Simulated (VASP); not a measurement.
Here is a VASP 6.6.1 calculation.

INCAR

```
SYSTEM = Ge
PREC = Accurate
ENCUT = 450
EDIFF = 1E-7
ISMEAR = 0
SIGMA = 0.1
LREAL = .FALSE.
LASPH = .TRUE.
NELM = 120
ALGO = Normal
ISIF = 2
LWAVE = .FALSE.
LCHARG = .FALSE.
IBRION = 2
NSW = 60
EDIFFG = -0.002
GGA_COMPAT = .FALSE.
NELMIN = 4
```

The input KPOINTS:

```
Automatic mesh
0
G
  12 12 12
  0 0 0
```

POSCAR

```
Ge
1.0
    0.0389619356      2.8076588830      2.8076588830
    2.8076588830      0.0389619356      2.8076588830
    2.8076588830      2.8076588830      0.0389619356
Ge
2
Direct
    0.0010893221      0.0010893221      0.0010893221
    0.2489106779      0.2489106779      0.2489106779
```

Potentials or basis: VASP PAW LDA potentials, release 64 (Ge_d).

Launch:

```console
$ cat potpaw_LDA.64/Ge_d/POTCAR > POTCAR
$ mpirun -np 1 vasp_std > vasp.out
```

Task: Estimate the energy gained by relaxing.

Result: 0.0 meV/atom.

Task: What does it give for the band gap on the k mesh?

Result: 0.06 eV (least direct gap 0.16 eV).

Final structure:
```
Ge
1.0
     0.03896    2.80766    2.80766
     2.80766    0.03896    2.80766
     2.80766    2.80766    0.03896
Ge
2
Direct
  0.00096 0.00096 0.00096
  0.24904 0.24904 0.24904
```

Caveat: the cell differs from its parent crystal (strained cell). A k mesh can miss the band edges.
